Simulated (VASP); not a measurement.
# CuO (P4_2/mmc) in VASP: a series of runs

CuO is run at these levels: PBEsol, PBE; tasks: single point, relaxation of cell and atoms.

Program: VASP 6.6.1. These are calculated values, not measurements. Logs are shortened: lines on timing, memory, paths and dates and some standing lists are left out, and cuts for length are marked.

## (1) The cell of the first run

The structure is tetragonal, space group P4_2/mmc (No. 131). The conventional cell has a = 2.895 Å, b = 2.895 Å, c = 5.091 Å, α = 90.00°, β = 90.00°, γ = 90.00°. Cu (site symmetry mmm) has 4 O at 1.93 Å within 2.6 Å. O (site symmetry -4m2) has 4 Cu at 1.93 Å and 2 O at 2.55 Å within 2.6 Å.

## (2) Single point, PBEsol

Input file INCAR:

```
PREC     = Accurate       # precision mode
ENCUT    = 520            # plane-wave cutoff, eV
EDIFF    = 1E-7           # SCF threshold, eV
ISMEAR   = -1             # smearing method
SIGMA    = 0.05           # smearing width, eV
LREAL    = False          # projectors in reciprocal space
LASPH    = True           # aspherical terms in the spheres
NELM     = 80             # most SCF steps
ALGO     = Normal         # electronic algorithm
ISIF     = 2              # what is computed and relaxed
LWAVE    = False          # write WAVECAR
LCHARG   = True           # write CHGCAR
GGA      = PS             # functional
LELF     = True           # ELF
LVHAR    = True         
NBANDS   = 25             # bands
```

Input file KPOINTS:

```
regular mesh
0
Gamma
  6 6 5
```

Input file POSCAR:

```
CuO
1.0
    2.8948105991      0.0000000000      0.0000000000
    0.0000000000      2.8948105991      0.0000000000
    0.0000000000      0.0000000000      5.0910870540
Cu O
2 2
Direct
    0.0000000000      0.5000000000      0.0000000000
    0.5000000000      0.0000000000      0.5000000000
    0.0000000000      0.0000000000      0.2500000000
    0.0000000000      0.0000000000      0.7500000000
```

Potentials or basis: VASP PAW PBE potentials, release 64 (Cu, O).

Launch:

```bash
cat potpaw_PBE.64/Cu/POTCAR potpaw_PBE.64/O/POTCAR > POTCAR
mpirun -np 1 vasp_std > vasp.out
```

OUTCAR:

```text
PREC = Accurate
   ENCUT = 520
   EDIFF = 1E-7
   ISMEAR = -1
   LREAL = False
   LASPH = True
   NELM = 80
   ISIF = 2
   GGA = PS

 ion  position               nearest neighbor table
   1  0.000  0.500  0.000-   3 1.93   4 1.93   3 1.93   4 1.93
   2  0.500  0.000  0.500-   3 1.93   4 1.93   3 1.93   4 1.93
   3  0.000  0.000  0.250-   1 1.93   2 1.93   1 1.93   2 1.93
   4  0.000  0.000  0.750-   1 1.93   2 1.93   1 1.93   2 1.93

  LATTYP: Found a simple tetragonal cell.
 ALAT       =     2.8948105991
 C/A-ratio  =     1.7586943531

  Lattice vectors:

 A1 = (   2.8948105991,   0.0000000000,   0.0000000000)
 A2 = (   0.0000000000,   2.8948105991,   0.0000000000)
 A3 = (   0.0000000000,   0.0000000000,   5.0910870540)

Analysis of symmetry for initial positions (statically):
=====================================================================
 Subroutine PRICEL returns:
 Original cell was already a primitive cell.

 Routine SETGRP: Setting up the symmetry group for a
 simple tetragonal supercell.

 Subroutine GETGRP returns: Found 16 space group operations
 (whereof  8 operations were pure point group operations)
 out of a pool of 16 trial point group operations.

The static configuration has the point symmetry D_2h.
 The point group associated with its full space group is D_4h.

Analysis of symmetry for dynamics (positions and initial velocities):
=====================================================================
 Subroutine PRICEL returns:
 Original cell was already a primitive cell.

 Routine SETGRP: Setting up the symmetry group for a
 simple tetragonal supercell.

 Subroutine GETGRP returns: Found 16 space group operations
 (whereof  8 operations were pure point group operations)
 out of a pool of 16 trial point group operations.

The dynamic configuration has the point symmetry D_2h.
 The point group associated with its full space group is D_4h.

 Subroutine INISYM returns: Found 16 space group operations
 (whereof  8 operations are pure point group operations),
 and found     1 'primitive' translations

----------------------------------------------------------------------------------------

                                     Primitive cell

  volume of cell :      42.6629

  direct lattice vectors                    reciprocal lattice vectors
     2.894810599  0.000000000  0.000000000     0.345445744  0.000000000  0.000000000
     0.000000000  2.894810599  0.000000000     0.000000000  0.345445744  0.000000000
     0.000000000  0.000000000  5.091087054     0.000000000  0.000000000  0.196421705

  length of vectors
     2.894810599  2.894810599  5.091087054     0.345445744  0.345445744  0.196421705

  position of ions in fractional coordinates (direct lattice)
     0.000000000  0.500000000  0.000000000
     0.500000000  0.000000000  0.500000000
     0.000000000  0.000000000  0.250000000
     0.000000000  0.000000000  0.750000000

  ion indices of the primitive-cell ions
   primitive index   ion index
                 1           1
                 2           2
                 3           3
                 4           4

----------------------------------------------------------------------------------------

 KPOINTS: regular mesh

Automatic generation of k-mesh.
 Grid dimensions read from file:
 generate k-points for:    6    6    5

 Generating k-lattice:

  Cartesian coordinates                     Fractional coordinates (reciprocal lattice)
     0.057574291  0.000000000  0.000000000     0.166666667  0.000000000  0.000000000
     0.000000000  0.057574291  0.000000000     0.000000000  0.166666667  0.000000000
     0.000000000  0.000000000  0.039284341     0.000000000  0.000000000  0.200000000

  Length of vectors
     0.057574291  0.057574291  0.039284341

  Shift w.r.t. Gamma in fractional coordinates (k-lattice)
     0.000000000  0.000000000  0.000000000

 Subroutine IBZKPT returns following result:
 ===========================================

 Found     30 irreducible k-points:

 Following reciprocal coordinates:
            Coordinates               Weight
  0.000000  0.000000  0.000000      1.000000
  0.166667  0.000000  0.000000      4.000000
  0.333333  0.000000  0.000000      4.000000
  0.500000  0.000000  0.000000      2.000000
  0.166667  0.166667  0.000000      4.000000
  0.333333  0.166667  0.000000      8.000000
[... 16 lines left out ...]
  0.333333  0.000000  0.400000      8.000000
  0.500000  0.000000  0.400000      4.000000
 [... further k-points ...]
   k-points           NKPTS =     30   k-points in BZ     NKDIM =     30   number of bands    NBANDS=     25
   number of dos      NEDOS =    301   number of ions     NIONS =      4
   total plane-waves  NPLWV =  23040
   dimension x,y,z NGX =    24 NGY =   24 NGZ =   40
   dimension x,y,z NGXF=    48 NGYF=   48 NGZF=   80
   ions per type =               2   2
   NGX,Y,Z   is equivalent  to a cutoff of  13.78, 13.78, 13.06 a.u.
   NGXF,Y,Z  is equivalent  to a cutoff of  27.57, 27.57, 26.12 a.u.
 SYSTEM =  unknown system
   PREC   = accura    normal or accurate (medium, high low for compatibility)
   ISTART =      0    job   : 0-new  1-cont  2-samecut
   ICHARG =      2    charge: 1-file 2-atom 10-const
   ISPIN  =      1    spin polarized calculation?
   LNONCOLLINEAR =      F non collinear calculations
   LSORBIT =      F    spin-orbit coupling
   LASPH  =      T    aspherical Exc in radial PAW
   ENCUT  =  520.0 eV  38.22 Ry    6.18 a.u.   5.38  5.38  9.47*2*pi/ulx,y,z
   NELM   =     80;   NELMIN=  2; NELMDL= -5     # of ELM steps
   EDIFF  = 0.1E-06   stopping-criterion for ELM
   LREAL  =      F    real-space projection
   EDIFFG = 0.1E-05   stopping-criterion for IOM
   NSW    =      0    number of steps for IOM
   IBRION =     -1    ionic relax: 0-MD 1-quasi-New 2-CG
   NFREE  =      0    steps in history (QN), initial steepest desc. (CG)
   ISIF   =      2    stress and relaxation
   ISYM   =      2    0-nonsym 1-usesym 2-fastsym
   POTIM  = 0.5000    time-step for ionic-motion
   TEBEG  =    0.0;   TEEND  =   0.0 temperature during run
   PSTRESS=    0.0 pullay stress
   NELECT =      34.0000    total number of electrons
   NUPDOWN=      -1.0000    fix difference up-down
   EMIN   =  10.00;   EMAX   =-10.00  energy-range for DOS
   EFERMI =   0.00;   METHOD = LEGACY
   ISMEAR =    -1;   SIGMA  =   0.05  broadening in eV -4-tet -1-fermi 0-gaus
   EFERMI_NEDOS =   21; number of points for ismear=-14 and -15
   IALGO  =     38    algorithm
   IMIX   =      4    mixing-type and parameters
     AMIX     =   0.40;   BMIX     =  1.00
     AMIX_MAG =   1.60;   BMIX_MAG =  1.00
  volume/ion in A,a.u.               =      10.67        71.98
  Fermi-wavevector in a.u.,A,eV,Ry     =   1.517810  2.868246 31.344400  2.303748
  Thomas-Fermi vector in A             =   2.627016
   LORBIT       =      0    0 simple, 1 ext, 2 COOP (PROOUT), +10 PAW based schemes
   GGA     = PS    functional components
   LHFCALC =     F    Hartree Fock is set to
   AEXX    =    0.0000 exact exchange contribution
   IVDW    =     0    specifies the selected vdW correction
   LEPSILON=     F    determine dielectric tensor
   LRPA    =     F    only Hartree local field effects (RPA)
 non-spin polarized calculation
  energy-cutoff  :      520.00
  volume of cell :       42.66
 maximum number of plane-waves:      1171
 NGX is ok and might be reduce to    24
   NGX = 11   NGY = 11   NGZ = 19

 number of electron      33.9999967 magnetization

 Free energy of the ion-electron system (eV)
  ---------------------------------------------------
  ext. energy  EPLUGINS =         0.00000000
  ---------------------------------------------------
  free energy    TOTEN  =       -21.48645072 eV

  energy without entropy =      -21.46793046  energy(sigma->0) =      -21.47719059

 E-fermi :   5.2078     XC(G=0): -11.8049

 val. band max:        5.1683904227   @ k =   0.5000   0.3333   0.4000
 cond. band min:       5.2314479120   @ k =   0.1667   0.1667   0.0000
 fundamental gap:      0.0630574893
 Fermi energy:         5.2077529939

 k-point     1 :       0.0000    0.0000    0.0000
  band No.  band energies     occupation
      1     -14.8614      2.00000
      2     -13.4263      2.00000
      3      -3.3382      2.00000
      4      -0.5026      2.00000
      5      -0.5026      2.00000
      6       1.2474      2.00000
[... 17 lines left out ...]
     24      19.8553      0.00000
     25      20.0599      0.00000

 k-point     2 :       0.1667    0.0000    0.0000
  band No.  band energies     occupation
      1     -14.7079      2.00000
      2     -13.3811      2.00000
      3      -3.0814      2.00000
      4      -0.6309      2.00000
      5      -0.4291      2.00000
      6       0.0118      2.00000
[... 17 lines left out ...]
     24      20.1564      0.00000
     25      20.3018      0.00000

 k-point     3 :       0.3333    0.0000    0.0000
  band No.  band energies     occupation
      1     -14.3773      2.00000
      2     -13.2894      2.00000
      3      -2.5158      2.00000
      4      -1.5899      2.00000
      5      -0.7395      2.00000
      6      -0.2752      2.00000
[... 17 lines left out ...]
     24      19.1941      0.00000
     25      20.2843      0.00000

 k-point     4 :       0.5000    0.0000    0.0000
  band No.  band energies     occupation
      1     -14.1980      2.00000
      2     -13.2423      2.00000
      3      -2.2771      2.00000
      4      -2.1817      2.00000
      5      -0.6850      2.00000
      6      -0.1942      2.00000
[... 17 lines left out ...]
     24      17.7791      0.00000
     25      20.0355      0.00000

 k-point     5 :       0.1667    0.1667    0.0000
  band No.  band energies     occupation
      1     -14.5579      2.00000
      2     -13.3393      2.00000
      3      -2.8223      2.00000
      4      -0.6034      2.00000
      5      -0.4900      2.00000
      6      -0.0924      2.00000
[... 17 lines left out ...]
     24      17.6976      0.00000
     25      20.5120      0.00000

 k-point     6 :       0.3333    0.1667    0.0000
  band No.  band energies     occupation
      1     -14.2352      2.00000
      2     -13.2541      2.00000
      3      -2.2473      2.00000
      4      -1.4858      2.00000
      5      -0.6364      2.00000
      6      -0.3577      2.00000
[... 17 lines left out ...]
     24      18.1443      0.00000
     25      19.8913      0.00000
[... 393 lines left out ...]
 k-point    21 :       0.0000    0.0000    0.4000
  band No.  band energies     occupation
      1     -14.4319      2.00000
      2     -13.9963      2.00000
      3      -1.8255      2.00000
      4      -0.4638      2.00000
      5      -0.4638      2.00000
      6      -0.3341      2.00000
[... 17 lines left out ...]
     24      19.6694      0.00000
     25      20.5285      0.00000

 k-point    22 :       0.1667    0.0000    0.4000
  band No.  band energies     occupation
      1     -14.3100      2.00000
      2     -13.8991      2.00000
      3      -1.8220      2.00000
      4      -0.7465      2.00000
      5      -0.4655      2.00000
      6       0.0603      2.00000
[... 17 lines left out ...]
     24      18.4869      0.00000
     25      20.6469      0.00000

 k-point    23 :       0.3333    0.0000    0.4000
  band No.  band energies     occupation
      1     -14.0785      2.00000
      2     -13.6654      2.00000
      3      -1.8265      2.00000
      4      -1.3668      2.00000
      5      -0.6432      2.00000
      6      -0.4758      2.00000
[... 17 lines left out ...]
     24      19.0770      0.00000
     25      20.5499      0.00000

 k-point    24 :       0.5000    0.0000    0.4000
  band No.  band energies     occupation
      1     -13.9723      2.00000
      2     -13.5237      2.00000
      3      -1.9840      2.00000
      4      -1.6544      2.00000
      5      -1.0070      2.00000
      6      -0.4841      2.00000
[... 17 lines left out ...]
     24      20.2552      0.00000
     25      20.4141      0.00000

 [... further k-points ...]

------------------------ aborting loop because EDIFF is reached ----------------------------------------

  FORCE on cell =-STRESS in cart. coord.  units (eV):
  Direction    XX          YY          ZZ          XY          YZ          ZX
  --------------------------------------------------------------------------------------
  -------------------------------------------------------------------------------------
  Total        0.1578759      0.1578759      0.2806618      0.0000000      0.0000000      0.0000000
  in kB        5.9289203      5.9289203     10.5400604      0.0000000      0.0000000      0.0000000
  external PRESSURE =       7.4659670 kB  Pullay stress =       0.0000000 kB

 VOLUME and BASIS-vectors are now :
 -----------------------------------------------------------------------------
  energy-cutoff  :      520.00
  volume of cell :       42.66
      direct lattice vectors                 reciprocal lattice vectors
     2.894810599  0.000000000  0.000000000     0.345445744  0.000000000  0.000000000
     0.000000000  2.894810599  0.000000000     0.000000000  0.345445744  0.000000000
     0.000000000  0.000000000  5.091087054     0.000000000  0.000000000  0.196421705

 POSITION                                       TOTAL-FORCE (eV/Angst)
 -----------------------------------------------------------------------------------
      0.00000      1.44741      0.00000         0.000000     -0.000000     -0.000000
      1.44741      0.00000      2.54554         0.000000     -0.000000     -0.000000
      0.00000      0.00000      1.27277         0.000000      0.000000     -0.000000
      0.00000      0.00000      3.81832         0.000000     -0.000000      0.000000
 -----------------------------------------------------------------------------------
    total drift:                                0.000000      0.000000     -0.000000

  FREE ENERGIE OF THE ION-ELECTRON SYSTEM (eV)
  ---------------------------------------------------
  free  energy   TOTEN  =       -21.4864507193 eV

  energy  without entropy=      -21.4679304562  energy(sigma->0) =      -21.47719059
```

Wall time 16 s (1 thread of Intel Xeon 6975P-C (Granite Rapids), shared host); peak memory 0.17 GiB.

Results:

```
Free energy            : -21.4865 eV
Pressure               : 0.7 GPa
Band gap on the k mesh : zero (bands 17 and 18 overlap by 0.94 eV)
```

Levels at points of the mesh, in eV from the Fermi level:
```csv
k point,band 13,band 14,band 15,band 16,band 17,band 18,band 19,band 20,band 21,band 22
"(0.00, 0.00, 0.00)",-2.51,-2.49,-2.39,-1.99,0.71,0.71,1.47,6.02,7.43,13.26
"(0.50, 0.00, 0.00)",-2.36,-1.97,-1.64,-1.56,0.24,0.48,3.52,5.96,6.56,10.97
"(0.50, 0.50, 0.00)",-2.44,-2.44,-1.64,-1.23,-1.23,1.19,1.89,7.15,9.97,9.97
```

Caveat: the k points lie up to 0.36 Å⁻¹ apart, too coarse for converged energies and pressures of a metal; the PAW data sets were made with another functional, which shifts forces and pressure a little; semilocal functionals often make such compounds metallic where correlation or magnetic order opens a gap, which also shifts bond lengths. With open d or f shells a metallic result of PBEsol can be an artefact of self-interaction; +U or a hybrid may open a gap.

## (3) Single point, PBE

This run uses another cell than the first one, of 11.20 Å³/atom.

Input file INCAR:

```
PREC = Accurate
ENCUT = 520
EDIFF = 1E-6
ISMEAR = -1
SIGMA = 0.05
LREAL = False
LASPH = True
NELM = 100
ALGO = Normal
ISIF = 2
LWAVE = False
LCHARG = True
GGA = PE
LELF = True
LVHAR = True
NBANDS = 25
```

Input file KPOINTS:

```
Automatic mesh
0
Gamma
  6 6 5
```

Input file POSCAR:

```
CuO
1.0
    2.9496011282      0.0000000000      0.0000000000
    0.0000000000      2.9496011282      0.0000000000
    0.0000000000      0.0000000000      5.1495876749
Cu O
2 2
Direct
    0.0000000000      0.5000000000      0.0000000000
    0.5000000000      0.0000000000      0.5000000000
    0.0000000000      0.0000000000      0.2500000000
    0.0000000000      0.0000000000      0.7500000000
```

Potentials or basis: VASP PAW PBE potentials, release 64 (Cu, O).

Launch:

```bash
cat potpaw_PBE.64/Cu/POTCAR potpaw_PBE.64/O/POTCAR > POTCAR
mpirun -np 1 vasp_std > vasp.out
```

Wall time 16 s (1 thread of Intel Xeon 6975P-C (Granite Rapids), shared host); peak memory 0.17 GiB.

The run converged. Its results:

- Free energy: -19.7398 eV
- Pressure: 0.7 GPa
- Band gap on the k mesh: zero (bands 17 and 18 overlap by 0.88 eV)

Stress tensor (GPa, compression positive):
```
0.55 0.00 0.00
0.00 0.55 0.00
0.00 0.00 0.97
```

Levels at points of the mesh, in eV from the Fermi level:
```csv
k point,band 15,band 16,band 17,band 18,band 19,band 20
"(0.00, 0.00, 0.00)",-2.26,-1.88,0.68,0.68,1.40,6.10
"(0.50, 0.00, 0.00)",-1.56,-1.48,0.22,0.48,3.77,5.83
"(0.50, 0.50, 0.00)",-1.60,-1.19,-1.19,1.12,2.17,7.22
```

Caveat: semilocal functionals often make such compounds metallic where correlation or magnetic order opens a gap, which also shifts bond lengths. With open d or f shells a metallic result of PBE can be an artefact of self-interaction; +U or a hybrid may open a gap.

(Part 1 of 2 ends here.)

The gap in the log of VASP goes by the Fermi energy; the results here count the filled bands.